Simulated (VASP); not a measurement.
# TiN (Fm-3m) in VASP: notebook

TiN is run at these levels: PBEsol; tasks: electric field gradients.

All numbers are computed with VASP 6.6.1; they aren't measurements. Logs are shortened: lines on timing, memory, paths and dates and some standing lists are left out, and cuts for length are marked.

### Step 1. The cell of the first run

Symmetry: Fm-3m, No. 225, cubic system. The conventional cell has a = 4.157 Å, b = 4.157 Å, c = 4.157 Å, α = 90.00°, β = 90.00°, γ = 90.00°. Ti (site symmetry m-3m) has 6 N at 2.08 Å within 2.8 Å. Within 2.8 Å of N (site symmetry m-3m) lie 6 Ti at 2.08 Å.

### Step 2. Electric field gradients, PBEsol (volume scaled by 0.94)

INCAR reads:

```
SYSTEM = TiN
PREC = Accurate
ENCUT = 520
EDIFF = 1E-8
ISMEAR = -1
SIGMA = 0.05
LREAL = .False.
LASPH = .True.
NELM = 60
ALGO = Normal
ISIF = 2
LWAVE = .False.
LCHARG = .False.
GGA = PS
LEFG = .True.
NBANDS = 16
```

KPOINTS reads:

```
Automatic mesh
0
Gamma
  17 17 17
  0 0 0
```

POSCAR reads:

```
TiN
1.0
    0.0000000000      2.0786817227      2.0786817227
    2.0786817227      0.0000000000      2.0786817227
    2.0786817227      2.0786817227      0.0000000000
Ti N
1 1
Direct
    0.0000000000      0.0000000000      0.0000000000
    0.5000000000      0.5000000000      0.5000000000
```

Potentials or basis: VASP PAW PBE potentials, release 64 (Ti_sv, N).

On the command line:

```console
$ cat potpaw_PBE.64/Ti_sv/POTCAR potpaw_PBE.64/N/POTCAR > POTCAR
$ mpirun -np 1 vasp_std > vasp.out
```

OUTCAR:

```text
SYSTEM = TiN
   PREC = Accurate
   ENCUT = 520
   EDIFF = 1E-8
   ISMEAR = -1
   LREAL = .False.
   LASPH = .True.
   NELM = 60
   ISIF = 2
   GGA = PS

 ion  position               nearest neighbor table
   1  0.000  0.000  0.000-   2 2.08   2 2.08   2 2.08   2 2.08   2 2.08   2 2.08
   2  0.500  0.500  0.500-   1 2.08   1 2.08   1 2.08   1 2.08   1 2.08   1 2.08

  LATTYP: Found a face centered cubic cell.
 ALAT       =     4.1573634454

  Lattice vectors:

 A1 = (   0.0000000000,   2.0786817227,   2.0786817227)
 A2 = (   2.0786817227,   0.0000000000,   2.0786817227)
 A3 = (   2.0786817227,   2.0786817227,   0.0000000000)

Analysis of symmetry for initial positions (statically):
=====================================================================
 Subroutine PRICEL returns:
 Original cell was already a primitive cell.

 Routine SETGRP: Setting up the symmetry group for a
 face centered cubic supercell.

 Subroutine GETGRP returns: Found 48 space group operations
 (whereof 48 operations were pure point group operations)
 out of a pool of 48 trial point group operations.

The static configuration has the point symmetry O_h .

Analysis of symmetry for dynamics (positions and initial velocities):
=====================================================================
 Subroutine PRICEL returns:
 Original cell was already a primitive cell.

 Routine SETGRP: Setting up the symmetry group for a
 face centered cubic supercell.

 Subroutine GETGRP returns: Found 48 space group operations
 (whereof 48 operations were pure point group operations)
 out of a pool of 48 trial point group operations.

The dynamic configuration has the point symmetry O_h .

 Subroutine INISYM returns: Found 48 space group operations
 (whereof 48 operations are pure point group operations),
 and found     1 'primitive' translations

----------------------------------------------------------------------------------------

                                     Primitive cell

  volume of cell :      17.9636

  direct lattice vectors                    reciprocal lattice vectors
     0.000000000  2.078681723  2.078681723    -0.240537065  0.240537065  0.240537065
     2.078681723  0.000000000  2.078681723     0.240537065 -0.240537065  0.240537065
     2.078681723  2.078681723  0.000000000     0.240537065  0.240537065 -0.240537065

  length of vectors
     2.939699884  2.939699884  2.939699884     0.416622417  0.416622417  0.416622417

  position of ions in fractional coordinates (direct lattice)
     0.000000000  0.000000000  0.000000000
     0.500000000  0.500000000  0.500000000

  ion indices of the primitive-cell ions
   primitive index   ion index
                 1           1
                 2           2

----------------------------------------------------------------------------------------

 KPOINTS: Automatic mesh

Automatic generation of k-mesh.
 Grid dimensions read from file:
 generate k-points for:   17   17   17

 Generating k-lattice:

  Cartesian coordinates                     Fractional coordinates (reciprocal lattice)
    -0.014149239  0.014149239  0.014149239     0.058823529  0.000000000  0.000000000
     0.014149239 -0.014149239  0.014149239     0.000000000  0.058823529  0.000000000
     0.014149239  0.014149239 -0.014149239     0.000000000  0.000000000  0.058823529

  Length of vectors
     0.024507201  0.024507201  0.024507201

  Shift w.r.t. Gamma in fractional coordinates (k-lattice)
     0.000000000  0.000000000  0.000000000

 Subroutine IBZKPT returns following result:
 ===========================================

 Found    165 irreducible k-points:

 Following reciprocal coordinates:
            Coordinates               Weight
  0.000000  0.000000  0.000000      1.000000
  0.058824  0.000000  0.000000      8.000000
  0.117647  0.000000  0.000000      8.000000
  0.176471  0.000000  0.000000      8.000000
  0.235294  0.000000  0.000000      8.000000
  0.294118  0.000000  0.000000      8.000000
[... 16 lines left out ...]
 -0.176471  0.058824  0.000000     24.000000
 -0.117647  0.058824  0.000000     24.000000
 [... further k-points ...]
   k-points           NKPTS =    165   k-points in BZ     NKDIM =    165   number of bands    NBANDS=     16
   number of dos      NEDOS =    301   number of ions     NIONS =      2
   total plane-waves  NPLWV =  13824
   dimension x,y,z NGX =    24 NGY =   24 NGZ =   24
   dimension x,y,z NGXF=    48 NGYF=   48 NGZF=   48
   ions per type =               1   1
   NGX,Y,Z   is equivalent  to a cutoff of  13.57, 13.57, 13.57 a.u.
   NGXF,Y,Z  is equivalent  to a cutoff of  27.14, 27.14, 27.14 a.u.
 SYSTEM =  TiN
   PREC   = accura    normal or accurate (medium, high low for compatibility)
   ISTART =      0    job   : 0-new  1-cont  2-samecut
   ICHARG =      2    charge: 1-file 2-atom 10-const
   ISPIN  =      1    spin polarized calculation?
   LNONCOLLINEAR =      F non collinear calculations
   LSORBIT =      F    spin-orbit coupling
   LASPH  =      T    aspherical Exc in radial PAW
   ENCUT  =  520.0 eV  38.22 Ry    6.18 a.u.   5.47  5.47  5.47*2*pi/ulx,y,z
   NELM   =     60;   NELMIN=  2; NELMDL= -5     # of ELM steps
   EDIFF  = 0.1E-07   stopping-criterion for ELM
   LREAL  =      F    real-space projection
   EDIFFG = 0.1E-06   stopping-criterion for IOM
   NSW    =      0    number of steps for IOM
   IBRION =     -1    ionic relax: 0-MD 1-quasi-New 2-CG
   NFREE  =      0    steps in history (QN), initial steepest desc. (CG)
   ISIF   =      2    stress and relaxation
   ISYM   =      2    0-nonsym 1-usesym 2-fastsym
   POTIM  = 0.5000    time-step for ionic-motion
   TEBEG  =    0.0;   TEEND  =   0.0 temperature during run
   PSTRESS=    0.0 pullay stress
   NELECT =      17.0000    total number of electrons
   NUPDOWN=      -1.0000    fix difference up-down
   EMIN   =  10.00;   EMAX   =-10.00  energy-range for DOS
   EFERMI =   0.00;   METHOD = LEGACY
   ISMEAR =    -1;   SIGMA  =   0.05  broadening in eV -4-tet -1-fermi 0-gaus
   EFERMI_NEDOS =   21; number of points for ismear=-14 and -15
   IALGO  =     38    algorithm
   IMIX   =      4    mixing-type and parameters
     AMIX     =   0.40;   BMIX     =  1.00
     AMIX_MAG =   1.60;   BMIX_MAG =  1.00
  volume/ion in A,a.u.               =       8.98        60.61
  Fermi-wavevector in a.u.,A,eV,Ry     =   1.607286  3.037330 35.148856  2.583368
  Thomas-Fermi vector in A             =   2.703339
   LORBIT       =      0    0 simple, 1 ext, 2 COOP (PROOUT), +10 PAW based schemes
   GGA     = PS    functional components
   LHFCALC =     F    Hartree Fock is set to
   AEXX    =    0.0000 exact exchange contribution
   IVDW    =     0    specifies the selected vdW correction
   LEPSILON=     F    determine dielectric tensor
   LRPA    =     F    only Hartree local field effects (RPA)
 non-spin polarized calculation
  energy-cutoff  :      520.00
  volume of cell :       17.96
 maximum number of plane-waves:       531
 NGX is ok and might be reduce to    24
   NGX = 11   NGY = 11   NGZ = 11

 number of electron      16.9999998 magnetization

 Free energy of the ion-electron system (eV)
  ---------------------------------------------------
  ext. energy  EPLUGINS =         0.00000000
  ---------------------------------------------------
  free energy    TOTEN  =       -20.76165500 eV

  energy without entropy =      -20.75557344  energy(sigma->0) =      -20.75861422

 E-fermi :  12.1384     XC(G=0): -13.5592

 val. band max:       12.1070768067   @ k =   0.1176   0.0588   0.0000
 cond. band min:      12.1402000937   @ k =  -0.1176   0.0588   0.0000
 fundamental gap:      0.0331232870
 Fermi energy:        12.1383517557

 k-point     1 :       0.0000    0.0000    0.0000
  band No.  band energies     occupation
      1     -45.3795      2.00000
      2     -21.4093      2.00000
      3     -21.4093      2.00000
      4     -21.4093      2.00000
      5      -5.2656      2.00000
      6      10.0491      2.00000
[... 8 lines left out ...]
     15      25.3815      0.00000
     16      32.7109      0.00000

 k-point     2 :       0.0588    0.0000    0.0000
  band No.  band energies     occupation
      1     -45.3752      2.00000
      2     -21.4388      2.00000
      3     -21.4116      2.00000
      4     -21.4116      2.00000
      5      -5.1893      2.00000
      6       9.6132      2.00000
[... 8 lines left out ...]
     15      25.4665      0.00000
     16      32.5934      0.00000

 k-point     3 :       0.1176    0.0000    0.0000
  band No.  band energies     occupation
      1     -45.3627      2.00000
      2     -21.5226      2.00000
      3     -21.4182      2.00000
      4     -21.4182      2.00000
      5      -4.9676      2.00000
      6       8.7155      2.00000
[... 8 lines left out ...]
     15      25.6283      0.00000
     16      32.2665      0.00000

 k-point     4 :       0.1765    0.0000    0.0000
  band No.  band energies     occupation
      1     -45.3437      2.00000
      2     -21.6475      2.00000
      3     -21.4283      2.00000
      4     -21.4283      2.00000
      5      -4.6198      2.00000
      6       7.6737      2.00000
[... 8 lines left out ...]
     15      25.6645      0.00000
     16      31.5949      0.00000

 k-point     5 :       0.2353    0.0000    0.0000
  band No.  band energies     occupation
      1     -45.3208      2.00000
      2     -21.7949      2.00000
      3     -21.4403      2.00000
      4     -21.4403      2.00000
      5      -4.1770      2.00000
      6       6.6127      2.00000
[... 8 lines left out ...]
     15      25.5395      0.00000
     16      30.6219      0.00000

 k-point     6 :       0.2941    0.0000    0.0000
  band No.  band energies     occupation
      1     -45.2969      2.00000
      2     -21.9440      2.00000
      3     -21.4528      2.00000
      4     -21.4528      2.00000
      5      -3.6808      2.00000
      6       5.6111      2.00000
[... 8 lines left out ...]
     15      25.5340      0.00000
     16      29.5164      0.00000
[... 267 lines left out ...]
 k-point    21 :      -0.2941    0.0588    0.0000
  band No.  band energies     occupation
      1     -45.2869      2.00000
      2     -21.9867      2.00000
      3     -21.4874      2.00000
      4     -21.4473      2.00000
      5      -3.4965      2.00000
      6       5.2817      2.00000
[... 8 lines left out ...]
     15      25.5679      0.00000
     16      28.6839      0.00000

 k-point    22 :      -0.2353    0.0588    0.0000
  band No.  band energies     occupation
      1     -45.3100      2.00000
      2     -21.8460      2.00000
      3     -21.4750      2.00000
      4     -21.4337      2.00000
      5      -3.9813      2.00000
      6       6.1881      2.00000
[... 8 lines left out ...]
     15      25.5071      0.00000
     16      29.5976      0.00000

 k-point    23 :      -0.1765    0.0588    0.0000
  band No.  band energies     occupation
      1     -45.3332      2.00000
      2     -21.7010      2.00000
      3     -21.4600      2.00000
      4     -21.4220      2.00000
      5      -4.4330      2.00000
      6       7.1621      2.00000
[... 8 lines left out ...]
     15      25.6564      0.00000
     16      30.4977      0.00000

 k-point    24 :      -0.1176    0.0588    0.0000
  band No.  band energies     occupation
      1     -45.3535      2.00000
      2     -21.5722      2.00000
      3     -21.4438      2.00000
      4     -21.4137      2.00000
      5      -4.8059      2.00000
      6       8.1307      2.00000
[... 8 lines left out ...]
     15      25.7058      0.00000
     16      31.3188      0.00000

 [... further k-points ...]

------------------------ aborting loop because EDIFF is reached ----------------------------------------

  FORCE on cell =-STRESS in cart. coord.  units (eV):
  Direction    XX          YY          ZZ          XY          YZ          ZX
  --------------------------------------------------------------------------------------
  -------------------------------------------------------------------------------------
  Total        1.2653291      1.2653291      1.2653291      0.0000000     -0.0000000     -0.0000000
  in kB      112.8548105    112.8548105    112.8548105      0.0000000     -0.0000000     -0.0000000
  external PRESSURE =     112.8548105 kB  Pullay stress =       0.0000000 kB

 VOLUME and BASIS-vectors are now :
 -----------------------------------------------------------------------------
  energy-cutoff  :      520.00
  volume of cell :       17.96
      direct lattice vectors                 reciprocal lattice vectors
     0.000000000  2.078681723  2.078681723    -0.240537065  0.240537065  0.240537065
     2.078681723  0.000000000  2.078681723     0.240537065 -0.240537065  0.240537065
     2.078681723  2.078681723  0.000000000     0.240537065  0.240537065 -0.240537065

 POSITION                                       TOTAL-FORCE (eV/Angst)
 -----------------------------------------------------------------------------------
      0.00000      0.00000      0.00000        -0.000000     -0.000000     -0.000000
      2.07868      2.07868      2.07868         0.000000      0.000000      0.000000
 -----------------------------------------------------------------------------------
    total drift:                                0.000000     -0.000000     -0.000000

  FREE ENERGIE OF THE ION-ELECTRON SYSTEM (eV)
  ---------------------------------------------------
  free  energy   TOTEN  =       -20.7616550004 eV

  energy  without entropy=      -20.7555734391  energy(sigma->0) =      -20.75861422

 Electric field gradients (V/A^2)
---------------------------------------------------------------------
 ion       V_xx      V_yy      V_zz      V_xy      V_xz      V_yz
---------------------------------------------------------------------
   1       0.000    -0.000    -0.000     0.001     0.001     0.001
   2      -0.000    -0.000     0.000    -0.001    -0.001    -0.001
---------------------------------------------------------------------

 Electric field gradients after diagonalization (V/A^2)
 (convention: |V_zz| > |V_xx| > |V_yy|)
----------------------------------------------------------------------
 ion       V_xx      V_yy      V_zz     asymmetry (V_yy - V_xx)/ V_zz
----------------------------------------------------------------------
   1      -0.001    -0.001     0.001       0.000
   2       0.001     0.001    -0.002       0.000
----------------------------------------------------------------------

           NMR quadrupolar parameters

 Cq : quadrupolar parameter    Cq=e*Q*V_zz/h
 eta: asymmetry parameters     (V_yy - V_xx)/ V_zz
 Q  : nuclear electric quadrupole moment in mb (millibarn)
----------------------------------------------------------------------
 ion       Cq(MHz)       eta       Q (mb)
----------------------------------------------------------------------
   1       0.000       0.000       1.000
   2      -0.000       0.000       1.000
----------------------------------------------------------------------
```

Run time: 79 s. Hardware: 1 thread of Intel Xeon Platinum 8259CL at 2.50GHz (Skylake/Cascade Lake), shared host; peak memory 0.17 GiB.

Results:

```
Free energy : -20.7617 eV
Pressure    : 11.3 GPa
```

Caveat: without QUAD_EFG the Cq values of the log hold for a quadrupole moment of 1 mb, not for the nuclei; the PAW data sets were made with another functional, which shifts forces and pressure a little.

[end of part 1 of 3]
